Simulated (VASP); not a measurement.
# C33O in VASP: single point with PBE+D3(BJ)

Aim: the single point of C33O with PBE+D3(BJ).

Program: VASP 6.6.1. These are calculated values, not measurements. Logs are shortened: lines on timing, memory, paths and dates and some standing lists are left out, and cuts for length are marked.

**1. The cell of the first run**

The cell holds a slab with vacuum, 34 atoms: a = 9.864 Å, b = 9.864 Å, c = 13.000 Å, α = 90.00°, β = 90.00°, γ = 120.00°.

**2. Single point, PBE+D3(BJ)**

Input file INCAR:

```
SYSTEM = C33O
  PREC = Accurate
  ENCUT = 520
  EDIFF = 1E-7
  ISMEAR = 0
  SIGMA = 0.05
  LREAL = Auto
  LASPH = .True.
  NELM = 80
  ALGO = Normal
  ISIF = 2
  LWAVE = .False.
  LCHARG = .False.
  GGA = PE
  IVDW = 12
  NBANDS = 92
```

Input file KPOINTS:

```
regular mesh
0
Gamma
  2 2 1
  0 0 0
```

Input file POSCAR:

```
C33O
1.0
    9.8640000000      0.0000000000      0.0000000000
   -4.9320000000      8.5424750000      0.0000000000
    0.0000000000      0.0000000000     13.0000000000
C O
33 1
Direct
    0.0016839537     -0.0001091613      0.0804726050
    0.1681826734      0.0842800027      0.0712974580
    0.0012008730      0.2512635705      0.0713221396
    0.1675786552      0.3343827775      0.0708198551
    0.0008581434      0.5010962833      0.0673257065
    0.1676011419      0.5842271943      0.0676511132
    0.0024980278      0.7512614722      0.0722027027
    0.1684408991      0.8346588663      0.0660573943
    0.2512709849      0.0008192628      0.0676611719
    0.4180187983      0.0839418046      0.0671837812
    0.2512994026      0.2506729744      0.0707854103
    0.4176823424      0.3337688751      0.0712250995
    0.2506758801      0.5007511713      0.0712214924
    0.4171774812      0.5851063417      0.0802548118
    0.2504187102      0.7504051850      0.0659607514
    0.4163743419      0.8337944074      0.0718420014
    0.5008003516      0.0011694738      0.0707011385
    0.6682102532      0.0856205616      0.0719198462
    0.5011573101      0.2506933436      0.0676324183
    0.6673586137      0.3335595351      0.0660525446
    0.5020614552      0.5002673675      0.0803582765
    0.6659822280      0.5782786434      0.0852043682
    0.4951771029      0.7490209246      0.0847917136
    0.6614756355      0.8404760183      0.1117100809
    0.7529599757      0.0068063318      0.0849080458
    0.9168363223      0.0847594786      0.0803968088
    0.7516091489      0.2515792489      0.0660278454
    0.9177477804      0.3343595154      0.0677202314
    0.7507384041      0.4994985662      0.0721782397
    0.9180959755      0.5838686187      0.0710026557
    0.7573830729      0.7446190815      0.1122365264
    0.9237231202      0.8360068729      0.0852667582
    0.7090309029      0.7925618989      0.2058128687
    0.7084040381      0.7926026913      0.2981815388
```

Potentials or basis: VASP PAW PBE potentials, release 64 (C, O).

The run is started by

```sh
$ cat potpaw_PBE.64/C/POTCAR potpaw_PBE.64/O/POTCAR > POTCAR
$ mpirun -np 1 vasp_std > vasp.out
```

OUTCAR:

```text
SYSTEM = C33O
   PREC = Accurate
   ENCUT = 520
   EDIFF = 1E-7
   ISMEAR = 0
   LREAL = Auto
   LASPH = .True.
   NELM = 80
   ISIF = 2
   GGA = PE
   IVDW = 12
 IVDW          = 12

 ion  position               nearest neighbor table
   1  0.002  1.000  0.080-  32 1.40   2 1.43  26 1.45
   2  0.168  0.084  0.071-  11 1.42   9 1.42   1 1.43
   3  0.001  0.251  0.071-   4 1.42  28 1.42  26 1.43
   4  0.168  0.334  0.071-  13 1.42   3 1.42  11 1.43
   5  0.001  0.501  0.067-  30 1.41  28 1.42   6 1.42
   6  0.168  0.584  0.068-  15 1.42  13 1.42   5 1.42
[... 15 lines left out ...]
  22  0.666  0.578  0.085-  21 1.40  29 1.41  31 1.47
  23  0.495  0.749  0.085-  14 1.40  16 1.41  24 1.47
  24  0.661  0.840  0.112-  25 1.47  23 1.47  33 1.47  31 1.64
  25  0.753  0.007  0.085-  26 1.40  18 1.41  24 1.47
  26  0.917  0.085  0.080-  25 1.40   3 1.43   1 1.45
  27  0.752  0.252  0.066-  28 1.42  18 1.42  20 1.42
  28  0.918  0.334  0.068-  27 1.42   3 1.42   5 1.42
  29  0.751  0.499  0.072-  22 1.41  20 1.42  30 1.43
  30  0.918  0.584  0.071-   5 1.41  29 1.43   7 1.43
  31  0.757  0.745  0.112-  32 1.47  22 1.47  33 1.47  24 1.64
  32  0.924  0.836  0.085-   1 1.40   7 1.41  31 1.47
  33  0.709  0.793  0.206-  34 1.20  31 1.47  24 1.47
  34  0.708  0.793  0.298-  33 1.20

  LATTYP: Found a hexagonal cell.
 ALAT       =     9.8640000000
 C/A-ratio  =     1.3179237632

  Lattice vectors:

 A1 = (   9.8640000000,   0.0000000000,   0.0000000000)
 A2 = (  -4.9320000000,   8.5424750000,   0.0000000000)
 A3 = (   0.0000000000,   0.0000000000,  13.0000000000)

Analysis of symmetry for initial positions (statically):
=====================================================================
 Subroutine PRICEL returns:
 Original cell was already a primitive cell.

 Routine SETGRP: Setting up the symmetry group for a
 hexagonal supercell.

 Subroutine GETGRP returns: Found  1 space group operations
 (whereof  1 operations were pure point group operations)
 out of a pool of 24 trial point group operations.

The static configuration has the point symmetry C_1 .

Analysis of symmetry for dynamics (positions and initial velocities):
=====================================================================
 Subroutine PRICEL returns:
 Original cell was already a primitive cell.

 Routine SETGRP: Setting up the symmetry group for a
 hexagonal supercell.

 Subroutine GETGRP returns: Found  1 space group operations
 (whereof  1 operations were pure point group operations)
 out of a pool of 24 trial point group operations.

The dynamic configuration has the point symmetry C_1 .

 Subroutine INISYM returns: Found  1 space group operations
 (whereof  1 operations are pure point group operations),
 and found     1 'primitive' translations

----------------------------------------------------------------------------------------

                                     Primitive cell

  volume of cell :    1095.4187

  direct lattice vectors                    reciprocal lattice vectors
     9.864000000  0.000000000  0.000000000     0.101378751  0.058531046  0.000000000
    -4.932000000  8.542475000  0.000000000     0.000000000  0.117062093  0.000000000
     0.000000000  0.000000000 13.000000000     0.000000000  0.000000000  0.076923077

  length of vectors
     9.864000000  9.864000361 13.000000000     0.117062097  0.117062093  0.076923077

  position of ions in fractional coordinates (direct lattice)
     0.001683954  0.999890839  0.080472605
     0.168182673  0.084280003  0.071297458
     0.001200873  0.251263571  0.071322140
     0.167578655  0.334382777  0.070819855
     0.000858143  0.501096283  0.067325707
     0.167601142  0.584227194  0.067651113
[... 26 lines left out ...]
     0.709030903  0.792561899  0.205812869
     0.708404038  0.792602691  0.298181539

  ion indices of the primitive-cell ions
   primitive index   ion index
                 1           1
                 2           2
                 3           3
                 4           4
                 5           5
                 6           6
[... 26 lines left out ...]
                33          33
                34          34

----------------------------------------------------------------------------------------

 KPOINTS: regular mesh

Automatic generation of k-mesh.
 Grid dimensions read from file:
 generate k-points for:    2    2    1

 Generating k-lattice:

  Cartesian coordinates                     Fractional coordinates (reciprocal lattice)
     0.050689376  0.029265523  0.000000000     0.500000000 -0.000000000  0.000000000
     0.000000000  0.058531046  0.000000000     0.000000000  0.500000000  0.000000000
     0.000000000  0.000000000  0.076923077     0.000000000  0.000000000  1.000000000

  Length of vectors
     0.058531048  0.058531046  0.076923077

  Shift w.r.t. Gamma in fractional coordinates (k-lattice)
     0.000000000  0.000000000  0.000000000

 Subroutine IBZKPT returns following result:
 ===========================================

 Found      4 irreducible k-points:

 Following reciprocal coordinates:
            Coordinates               Weight
  0.000000  0.000000  0.000000      1.000000
  0.500000 -0.000000  0.000000      1.000000
  0.000000  0.500000  0.000000      1.000000
  0.500000  0.500000  0.000000      1.000000
   k-points           NKPTS =      4   k-points in BZ     NKDIM =      4   number of bands    NBANDS=     92
   number of dos      NEDOS =    301   number of ions     NIONS =     34
   total plane-waves  NPLWV = 627200
   dimension x,y,z NGX =    80 NGY =   80 NGZ =   98
   dimension x,y,z NGXF=   160 NGYF=  160 NGZF=  196
   ions per type =              33   1
   NGX,Y,Z   is equivalent  to a cutoff of  13.48, 13.48, 12.53 a.u.
   NGXF,Y,Z  is equivalent  to a cutoff of  26.97, 26.97, 25.06 a.u.
 SYSTEM =  C33O
   PREC   = accura    normal or accurate (medium, high low for compatibility)
   ISTART =      0    job   : 0-new  1-cont  2-samecut
   ICHARG =      2    charge: 1-file 2-atom 10-const
   ISPIN  =      1    spin polarized calculation?
   LNONCOLLINEAR =      F non collinear calculations
   LSORBIT =      F    spin-orbit coupling
   LASPH  =      T    aspherical Exc in radial PAW
   ENCUT  =  520.0 eV  38.22 Ry    6.18 a.u.  18.34 18.34 24.17*2*pi/ulx,y,z
   NELM   =     80;   NELMIN=  2; NELMDL= -5     # of ELM steps
   EDIFF  = 0.1E-06   stopping-criterion for ELM
   LREAL  =      T    real-space projection
   EDIFFG = 0.1E-05   stopping-criterion for IOM
   NSW    =      0    number of steps for IOM
   IBRION =     -1    ionic relax: 0-MD 1-quasi-New 2-CG
   NFREE  =      0    steps in history (QN), initial steepest desc. (CG)
   ISIF   =      2    stress and relaxation
   ISYM   =      2    0-nonsym 1-usesym 2-fastsym
   POTIM  = 0.5000    time-step for ionic-motion
   TEBEG  =    0.0;   TEEND  =   0.0 temperature during run
   PSTRESS=    0.0 pullay stress
   NELECT =     138.0000    total number of electrons
   NUPDOWN=      -1.0000    fix difference up-down
   EMIN   =  10.00;   EMAX   =-10.00  energy-range for DOS
   EFERMI =   0.00;   METHOD = LEGACY
   ISMEAR =     0;   SIGMA  =   0.05  broadening in eV -4-tet -1-fermi 0-gaus
   EFERMI_NEDOS =   21; number of points for ismear=-14 and -15
   IALGO  =     38    algorithm
   IMIX   =      4    mixing-type and parameters
     AMIX     =   0.40;   BMIX     =  1.00
     AMIX_MAG =   1.60;   BMIX_MAG =  1.00
  volume/ion in A,a.u.               =      32.22       217.42
  Fermi-wavevector in a.u.,A,eV,Ry     =   0.820681  1.550863  9.163764  0.673518
  Thomas-Fermi vector in A             =   1.931706
   LORBIT       =      0    0 simple, 1 ext, 2 COOP (PROOUT), +10 PAW based schemes
   GGA     = PE    functional components
   LHFCALC =     F    Hartree Fock is set to
   AEXX    =    0.0000 exact exchange contribution
   IVDW    =    12    specifies the selected vdW correction
   LEPSILON=     F    determine dielectric tensor
   LRPA    =     F    only Hartree local field effects (RPA)
 non-spin polarized calculation
 Gauss-broadening in eV      SIGMA  =   0.05
  energy-cutoff  :      520.00
  volume of cell :     1095.42
 maximum number of plane-waves:     29533
 NGX is ok and might be reduce to    80
   NGX = 37   NGY = 37   NGZ = 49

 number of electron     138.0000003 magnetization

 Free energy of the ion-electron system (eV)
  ---------------------------------------------------
  ext. energy  EPLUGINS =         0.00000000
  ---------------------------------------------------
  free energy    TOTEN  =      -307.09411684 eV

  energy without entropy =     -307.09411245  energy(sigma->0) =     -307.09411465

 E-fermi :  -1.8261     XC(G=0):  -3.5315

 val. band max:       -1.9681424657   @ k =   0.5000   0.5000   0.0000
 cond. band min:      -1.6839701309   @ k =   0.5000   0.5000   0.0000
 fundamental gap:      0.2841723348
 Fermi energy:        -1.8260563097

 k-point     1 :       0.0000    0.0000    0.0000
  band No.  band energies     occupation
      1     -24.8770      2.00000
      2     -21.8031      2.00000
      3     -20.8549      2.00000
      4     -20.1987      2.00000
      5     -20.1345      2.00000
      6     -20.1008      2.00000
[... 73 lines left out ...]
     80       2.2177      0.00000
     81       2.4044      0.00000

 k-point     2 :       0.5000   -0.0000    0.0000
  band No.  band energies     occupation
      1     -24.8769      2.00000
      2     -21.6592      2.00000
      3     -21.1642      2.00000
      4     -20.6991      2.00000
      5     -20.4789      2.00000
      6     -19.5965      2.00000
[... 73 lines left out ...]
     80       2.2056      0.00000
     81       2.6536      0.00000

 k-point     3 :       0.0000    0.5000    0.0000
  band No.  band energies     occupation
      1     -24.8769      2.00000
      2     -21.6592      2.00000
      3     -21.1642      2.00000
      4     -20.6991      2.00000
      5     -20.4789      2.00000
      6     -19.5965      2.00000
[... 73 lines left out ...]
     80       2.2058      0.00000
     81       2.6535      0.00000

 k-point     4 :       0.5000    0.5000    0.0000
  band No.  band energies     occupation
      1     -24.8769      2.00000
      2     -21.6482      2.00000
      3     -21.2076      2.00000
      4     -20.6504      2.00000
      5     -20.4800      2.00000
      6     -19.5883      2.00000
[... 73 lines left out ...]
     80       2.1759      0.00000
     81       2.6849      0.00000
 [bands above 81 left out]

------------------------ aborting loop because EDIFF is reached ----------------------------------------

 Edisp (eV)   -3.01058

 E8    (eV) :    -0.9351

  FORCE on cell =-STRESS in cart. coord.  units (eV):
  Direction    XX          YY          ZZ          XY          YZ          ZX
  --------------------------------------------------------------------------------------
  -------------------------------------------------------------------------------------
  Total       5.80763     4.80613     0.42044    -0.91031     0.02070     0.00582
  in kB       8.49434     7.02953     0.61494    -1.33143     0.03028     0.00852
  external pressure =        5.38 kB  Pullay stress =        0.00 kB

 VOLUME and BASIS-vectors are now :
 -----------------------------------------------------------------------------
  energy-cutoff  :      520.00
  volume of cell :     1095.42
      direct lattice vectors                 reciprocal lattice vectors
     9.864000000  0.000000000  0.000000000     0.101378751  0.058531046  0.000000000
    -4.932000000  8.542475000  0.000000000     0.000000000  0.117062093  0.000000000
     0.000000000  0.000000000 13.000000000     0.000000000  0.000000000  0.076923077

 POSITION                                       TOTAL-FORCE (eV/Angst)
 -----------------------------------------------------------------------------------
     -4.91485      8.54154      1.04614         0.008486      0.023498      0.001376
      1.24328      0.71996      0.92687        -0.009751     -0.011682      0.001254
     -1.22739      2.14641      0.92719         0.000922      0.000953      0.001163
      0.00382      2.85646      0.92066        -0.003282     -0.009160     -0.005136
     -2.46294      4.28060      0.87523         0.002110      0.002879      0.003141
     -1.22819      4.99075      0.87946        -0.002295      0.010630     -0.003479
[... 26 lines left out ...]
      3.08497      6.77044      2.67557         0.007113      0.002259     -0.490782
      3.07858      6.77079      3.87636        -0.004042     -0.001270      0.544278
 -----------------------------------------------------------------------------------
    total drift:                                0.032358      0.032609      0.009589

  FREE ENERGIE OF THE ION-ELECTRON SYSTEM (eV)
  ---------------------------------------------------
  free  energy   TOTEN  =      -310.1046963288 eV

  energy  without entropy=     -310.1046919408  energy(sigma->0) =     -310.10469413
```

It took 19 min on 1 thread of Intel Xeon Platinum 8259CL at 2.50GHz (Skylake/Cascade Lake), shared host; peak memory 1.2 GiB.

What came out:

| Item | Value |
| --- | --- |
| Free energy | -310.1047 eV |
| Largest force | 0.544 eV/Å |
| Band gap on the k mesh | 0.28 eV |
| Dispersion energy per atom | -0.089 eV |

Forces on the atoms (eV/Å):
```
C    0.008  0.023  0.001
C   -0.010 -0.012  0.001
C    0.001  0.001  0.001
C   -0.003 -0.009 -0.005
C    0.002  0.003  0.003
C   -0.002  0.011 -0.003
C    0.013  0.002 -0.010
C    0.004  0.001  0.001
C   -0.002 -0.003 -0.007
C    0.005  0.002 -0.002
C    0.008 -0.001 -0.001
C    0.001  0.006  0.004
C    0.009  0.017  0.003
C    0.004 -0.019 -0.003
C   -0.001 -0.003 -0.004
C    0.002 -0.014 -0.002
C   -0.010  0.024 -0.001
C   -0.006 -0.001 -0.004
C    0.007  0.005 -0.006
C   -0.008 -0.012 -0.002
C   -0.007 -0.002  0.004
C   -0.003  0.012  0.003
C   -0.008  0.017  0.005
C   -0.020  0.006  0.004
C   -0.023 -0.023  0.005
C    0.025  0.015 -0.005
C   -0.005 -0.001 -0.003
C   -0.001  0.002 -0.004
C    0.002 -0.016 -0.005
C    0.010 -0.001 -0.002
C    0.014 -0.020 -0.025
C   -0.008 -0.010  0.007
C    0.007  0.002 -0.491
O   -0.004 -0.001  0.544
```

Caveat: there is no dipole correction, which matters where the two faces differ; semilocal functionals underestimate gaps, and a narrow one can read as zero.
